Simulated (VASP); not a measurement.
# P (R-3m) in VASP: relaxation of cell and atoms with PBE

Aim: the relaxation of cell and atoms of P with PBE.

All numbers are computed with VASP 6.6.1; they aren't measurements. Logs are shortened: lines on timing, memory, paths and dates and some standing lists are left out, and cuts for length are marked.

## Step 1: The cell of the first run

The structure is trigonal, space group R-3m (No. 166). Conventional cell: a = 3.218 Å, b = 3.218 Å, c = 8.528 Å, α = 90.00°, β = 90.00°, γ = 120.00°. Within 2.9 Å of P (site symmetry 3m) lie 6 P at 2.17 to 2.54 Å.

## Step 2: Relaxation of cell and atoms, PBE, target pressure 27 GPa, at which the enthalpy is minimised

INCAR reads:

```
PREC     = Accurate       # precision mode
ENCUT    = 600            # plane-wave cutoff, eV
EDIFF    = 1E-6           # SCF threshold, eV
ISMEAR   = -1             # smearing method
SIGMA    = 0.08           # smearing width, eV
LREAL    = False          # projectors in reciprocal space
LASPH    = True           # aspherical terms in the spheres
NELM     = 80             # most SCF steps
ALGO     = Normal         # electronic algorithm
ISIF     = 3              # what is computed and relaxed
LWAVE    = False          # write WAVECAR
LCHARG   = False          # write CHGCAR
GGA      = PE             # functional
IBRION   = 2              # ionic algorithm
NSW      = 60             # ionic steps
EDIFFG   = -0.005         # ionic threshold
PSTRESS  = 270.0
```

KPOINTS reads:

```
regular mesh
0
Gamma
  14 14 14
```

POSCAR reads:

```
P
1.0
    1.6090886140     -0.9290077444      2.8427232180
    0.0000000000      1.8580154888      2.8427232180
   -1.6090886140     -0.9290077444      2.8427232180
P
2
Direct
    0.2320000000      0.2320000000      0.2320000000
   -0.2320000000     -0.2320000000     -0.2320000000
```

Potentials or basis: VASP PAW PBE potentials, release 64 (P).

Started as:

```bash
> cat potpaw_PBE.64/P/POTCAR > POTCAR
> mpirun -np 1 vasp_std > vasp.out
```

OUTCAR:

```text
PREC = Accurate
   ENCUT = 600
   EDIFF = 1E-6
   ISMEAR = -1
   LREAL = False
   LASPH = True
   NELM = 80
   ISIF = 3
   GGA = PE
   IBRION = 2
   NSW = 60
   EDIFFG = -0.005
   PSTRESS = 270.0

 ion  position               nearest neighbor table
   1  0.232  0.232  0.232-   2 2.17   2 2.17   2 2.17   2 2.54   2 2.54   2 2.54
   2  0.768  0.768  0.768-   1 2.17   1 2.17   1 2.17   1 2.54   1 2.54   1 2.54

  LATTYP: Found a trigonal (rhomboedric) cell.
 ALAT       =     3.3960707959
 COS(alpha) =     0.5510102270

  Lattice vectors:

 A1 = (   1.6090886140,  -0.9290077444,   2.8427232180)
 A2 = (   0.0000000000,   1.8580154888,   2.8427232180)
 A3 = (  -1.6090886140,  -0.9290077444,   2.8427232180)

Analysis of symmetry for initial positions (statically):
=====================================================================
 Subroutine PRICEL returns:
 Original cell was already a primitive cell.

 Routine SETGRP: Setting up the symmetry group for a
 trigonal (rhombohedral) supercell.

 Subroutine GETGRP returns: Found 12 space group operations
 (whereof 12 operations were pure point group operations)
 out of a pool of 12 trial point group operations.

The static configuration has the point symmetry D_3d.

Analysis of symmetry for dynamics (positions and initial velocities):
=====================================================================
 Subroutine PRICEL returns:
 Original cell was already a primitive cell.

 Routine SETGRP: Setting up the symmetry group for a
 trigonal (rhombohedral) supercell.

 Subroutine GETGRP returns: Found 12 space group operations
 (whereof 12 operations were pure point group operations)
 out of a pool of 12 trial point group operations.

The dynamic configuration has the point symmetry D_3d.

 Subroutine INISYM returns: Found 12 space group operations
 (whereof 12 operations are pure point group operations),
 and found     1 'primitive' translations

----------------------------------------------------------------------------------------

                                     Primitive cell

  volume of cell :      25.4968

  direct lattice vectors                    reciprocal lattice vectors
     1.609088614 -0.929007744  2.842723218     0.310734906 -0.179402882  0.117258455
     0.000000000  1.858015489  2.842723218     0.000000000  0.358805764  0.117258455
    -1.609088614 -0.929007744  2.842723218    -0.310734906 -0.179402882  0.117258455

  length of vectors
     3.396070796  3.396070796  3.396070796     0.377479962  0.377479962  0.377479962

  position of ions in fractional coordinates (direct lattice)
     0.232000000  0.232000000  0.232000000
     0.768000000  0.768000000  0.768000000

  ion indices of the primitive-cell ions
   primitive index   ion index
                 1           1
                 2           2

----------------------------------------------------------------------------------------

 KPOINTS: regular mesh

Automatic generation of k-mesh.
 Grid dimensions read from file:
 generate k-points for:   14   14   14

 Generating k-lattice:

  Cartesian coordinates                     Fractional coordinates (reciprocal lattice)
     0.022195350 -0.012814492  0.008375604     0.071428571 -0.000000000 -0.000000000
     0.000000000  0.025628983  0.008375604    -0.000000000  0.071428571 -0.000000000
    -0.022195350 -0.012814492  0.008375604    -0.000000000 -0.000000000  0.071428571

  Length of vectors
     0.026962854  0.026962854  0.026962854

  Shift w.r.t. Gamma in fractional coordinates (k-lattice)
     0.000000000  0.000000000  0.000000000

 Subroutine IBZKPT returns following result:
 ===========================================

 Found    288 irreducible k-points:

 Following reciprocal coordinates:
            Coordinates               Weight
  0.000000  0.000000  0.000000      1.000000
  0.071429 -0.000000  0.000000      6.000000
  0.142857  0.000000  0.000000      6.000000
  0.214286  0.000000  0.000000      6.000000
  0.285714  0.000000  0.000000      6.000000
  0.357143 -0.000000  0.000000      6.000000
[... 16 lines left out ...]
  0.214286  0.142857  0.000000     12.000000
  0.285714  0.142857  0.000000     12.000000
 [... further k-points ...]
   k-points           NKPTS =    288   k-points in BZ     NKDIM =    288   number of bands    NBANDS=      9
   number of dos      NEDOS =    301   number of ions     NIONS =      2
   total plane-waves  NPLWV =  21952
   dimension x,y,z NGX =    28 NGY =   28 NGZ =   28
   dimension x,y,z NGXF=    56 NGYF=   56 NGZF=   56
   ions per type =               2
   NGX,Y,Z   is equivalent  to a cutoff of  13.71, 13.71, 13.71 a.u.
   NGXF,Y,Z  is equivalent  to a cutoff of  27.41, 27.41, 27.41 a.u.
 SYSTEM =  unknown system
   PREC   = accura    normal or accurate (medium, high low for compatibility)
   ISTART =      0    job   : 0-new  1-cont  2-samecut
   ICHARG =      2    charge: 1-file 2-atom 10-const
   ISPIN  =      1    spin polarized calculation?
   LNONCOLLINEAR =      F non collinear calculations
   LSORBIT =      F    spin-orbit coupling
   LASPH  =      T    aspherical Exc in radial PAW
   ENCUT  =  600.0 eV  44.10 Ry    6.64 a.u.   6.78  6.78  6.78*2*pi/ulx,y,z
   NELM   =     80;   NELMIN=  2; NELMDL= -5     # of ELM steps
   EDIFF  = 0.1E-05   stopping-criterion for ELM
   LREAL  =      F    real-space projection
   EDIFFG = -.5E-02   stopping-criterion for IOM
   NSW    =     60    number of steps for IOM
   IBRION =      2    ionic relax: 0-MD 1-quasi-New 2-CG
   NFREE  =      1    steps in history (QN), initial steepest desc. (CG)
   ISIF   =      3    stress and relaxation
   ISYM   =      2    0-nonsym 1-usesym 2-fastsym
   POTIM  = 0.5000    time-step for ionic-motion
   TEBEG  =    0.0;   TEEND  =   0.0 temperature during run
   PSTRESS=  270.0 pullay stress
   NELECT =      10.0000    total number of electrons
   NUPDOWN=      -1.0000    fix difference up-down
   EMIN   =  10.00;   EMAX   =-10.00  energy-range for DOS
   EFERMI =   0.00;   METHOD = LEGACY
   ISMEAR =    -1;   SIGMA  =   0.08  broadening in eV -4-tet -1-fermi 0-gaus
   EFERMI_NEDOS =   21; number of points for ismear=-14 and -15
   IALGO  =     38    algorithm
   IMIX   =      4    mixing-type and parameters
     AMIX     =   0.40;   BMIX     =  1.00
     AMIX_MAG =   1.60;   BMIX_MAG =  1.00
  volume/ion in A,a.u.               =      12.75        86.03
  Fermi-wavevector in a.u.,A,eV,Ry     =   1.198339  2.264533 19.538197  1.436017
  Thomas-Fermi vector in A             =   2.334231
   LORBIT       =      0    0 simple, 1 ext, 2 COOP (PROOUT), +10 PAW based schemes
   GGA     = PE    functional components
   LHFCALC =     F    Hartree Fock is set to
   AEXX    =    0.0000 exact exchange contribution
   IVDW    =     0    specifies the selected vdW correction
   LEPSILON=     F    determine dielectric tensor
   LRPA    =     F    only Hartree local field effects (RPA)
 conjugate gradient relaxation of ions
 non-spin polarized calculation
  energy-cutoff  :      600.00
  volume of cell :       25.50
 maximum number of plane-waves:       868
   NGX = 13   NGY = 13   NGZ = 13

--------------------------------------- Ionic step        1  -------------------------------------------

 number of electron      10.0000000 magnetization

 number of electron       9.9999999 magnetization

 Free energy of the ion-electron system (eV)
  ---------------------------------------------------
  ext. energy  EPLUGINS =         0.00000000
  ---------------------------------------------------
  free energy    TOTEN  =       -10.16177123 eV

  energy without entropy =      -10.15183796  energy(sigma->0) =      -10.15680459

------------------------ aborting loop because EDIFF is reached ----------------------------------------

  FORCE on cell =-STRESS in cart. coord.  units (eV):
  Direction    XX          YY          ZZ          XY          YZ          ZX
  --------------------------------------------------------------------------------------
  -------------------------------------------------------------------------------------
  Total        5.4543255      5.4543255      3.6585835      0.0000000      0.0000000      0.0000000
  in kB      342.7413557    342.7413557    229.8997129      0.0000000      0.0000000      0.0000000
  external PRESSURE =      35.1274748 kB  Pullay stress =     270.0000000 kB
[... 97 lines left out ...]
  energy  without entropy=      -10.4099717152  energy(sigma->0) =      -10.41527688

  enthalpy is  TOTEN    =        -5.9554861526 eV   P V=        4.4650958825

[... ionic steps 4 to 20 ...]

--------------------------------------- Ionic step       21  -------------------------------------------

 number of electron       9.9999999 magnetization

------------------------ aborting loop because EDIFF is reached ----------------------------------------
[... 71 lines left out ...]
--------------------------------------- Ionic step       23  -------------------------------------------

 number of electron       9.9999999 magnetization

 Free energy of the ion-electron system (eV)
  ---------------------------------------------------
  ext. energy  EPLUGINS =         0.00000000
  ---------------------------------------------------
  free energy    TOTEN  =       -10.23529887 eV

  energy without entropy =      -10.22239486  energy(sigma->0) =      -10.22884686

 E-fermi :  12.1071     XC(G=0): -12.0001

 val. band max:       12.0422202029   @ k =  -0.1429   0.3571   0.0714
 cond. band min:      12.1337963764   @ k =   0.5000   0.4286   0.3571
 fundamental gap:      0.0915761735
 Fermi energy:        12.1070975609

 k-point     1 :       0.0000    0.0000    0.0000
  band No.  band energies     occupation
      1      -6.1648      2.00000
      2       9.7292      2.00000
      3       9.7292      2.00000
      4       9.7415      2.00000
      5      12.4930      0.01594
      6      16.1812      0.00000
      7      16.1812      0.00000
      8      16.1931      0.00000
      9      18.0486      0.00000
[... 265 lines left out ...]
 k-point    24 :       0.2857    0.1429    0.0000
  band No.  band energies     occupation
      1      -4.7207      2.00000
      2       4.7415      2.00000
      3       7.9915      2.00000
      4       9.0551      2.00000
      5       9.9907      2.00000
      6      15.1391      0.00000
      7      16.0224      0.00000
      8      16.3824      0.00000
      9      17.8978      0.00000

 [... further k-points ...]

------------------------ aborting loop because EDIFF is reached ----------------------------------------

  FORCE on cell =-STRESS in cart. coord.  units (eV):
  Direction    XX          YY          ZZ          XY          YZ          ZX
  --------------------------------------------------------------------------------------
  -------------------------------------------------------------------------------------
  Total        4.1772004      4.1772004      4.1861869      0.0000000      0.0000000      0.0000000
  in kB      269.9483086    269.9483081    270.5290540      0.0000000      0.0000000      0.0000000
  external PRESSURE =       0.1418902 kB  Pullay stress =     270.0000000 kB
[... 21 lines left out ...]
  energy  without entropy=      -10.2223948557  energy(sigma->0) =      -10.22884686

  enthalpy is  TOTEN    =        -6.0572985682 eV   P V=        4.1780003057

 reached required accuracy - stopping structural energy minimisation
```

Wall time 15 min (1 thread of AMD EPYC 7R43 (Zen 3), shared host); peak memory 0.18 GiB.

What came out:

- Free energy: -10.2353 eV
- Relaxed volume: 12.40 Å³/atom
- Relaxed cell: a = 3.272 Å, b = 3.272 Å, c = 3.272 Å, α = 60.03°, β = 60.03°, γ = 60.03°
- Space group after relaxing (to 0.05 Å): Pm-3m (No. 221)
- Energy change on relaxing (the enthalpy is what falls): -36.8 meV/atom
- Ionic steps: 23
- Pressure after relaxing: 27.0 GPa
- Band gap on the k mesh: zero (band 5 reaches 13.98 eV, above the bottom of band 6 at 10.43 eV)

The path:
| step | energy change (eV) | largest force (eV/Å) | pressure (GPa) | volume (Å³) |
| --- | --- | --- | --- | --- |
| 1 | 0.0000 | 1.1638 | 30.51 | 25.50 |
| 2 | -0.2639 | 0.3200 | 16.94 | 26.53 |
| 3 | -0.2588 | 0.3385 | 17.29 | 26.50 |
| 4 | -0.1815 | 0.2040 | 21.59 | 25.57 |
| 5 | -0.1086 | 0.0956 | 25.36 | 25.03 |
| 6 | -0.0856 | 0.0722 | 26.47 | 24.88 |
| 7 | -0.0801 | 0.0685 | 26.72 | 24.85 |
| 8 | -0.0731 | 0.0582 | 27.17 | 24.80 |
| 9 | -0.0570 | 0.0439 | 28.08 | 24.70 |
| 10 | -0.0796 | 0.0304 | 26.85 | 24.83 |
| 11 | -0.0803 | 0.0300 | 26.83 | 24.84 |
| 12 | -0.0791 | 0.0272 | 26.85 | 24.83 |
| 13 | -0.0755 | 0.0195 | 27.02 | 24.81 |
| 14 | -0.0679 | 0.0109 | 27.35 | 24.76 |
| 15 | -0.0704 | 0.0135 | 27.24 | 24.77 |
| 16 | -0.0748 | 0.0097 | 26.99 | 24.80 |
| 17 | -0.0773 | 0.0080 | 26.85 | 24.81 |
| 18 | -0.0759 | 0.0058 | 26.91 | 24.81 |
| 19 | -0.0726 | 0.0020 | 27.08 | 24.79 |
| 20 | -0.0719 | 0.0022 | 27.10 | 24.78 |
| 21 | -0.0708 | 0.0015 | 27.16 | 24.78 |
| 22 | -0.0754 | 0.0001 | 26.91 | 24.80 |
| 23 | -0.0735 | 0.0006 | 27.01 | 24.79 |

Final structure:
```
P
1.0
     1.63682   -0.94502    2.67131
     0.00000    1.89003    2.67131
    -1.63682   -0.94502    2.67131
P
2
Direct
  0.24977 0.24977 0.24977
  0.75023 0.75023 0.75023
```

Levels at points of the mesh, in eV from the Fermi level:
```tsv
k point	band 2	band 3	band 4	band 5	band 6	band 7	band 8	band 9
(0.00, 0.00, 0.00)	-2.38	-2.38	-2.37	0.39	4.07	4.07	4.09	5.94
(0.50, 0.00, 0.00)	-13.49	-1.71	-1.70	-1.67	-1.67	2.07	2.08	12.77
(0.50, 0.50, 0.00)	-10.16	-7.31	-6.12	-6.11	-0.09	9.47	9.51	9.51
(0.50, 0.50, 0.50)	-13.48	-1.71	-1.71	-1.68	-1.68	2.05	2.07	12.76
```

Caveat: the cell is relaxed towards a set pressure, so the enthalpy falls and the energy may rise.
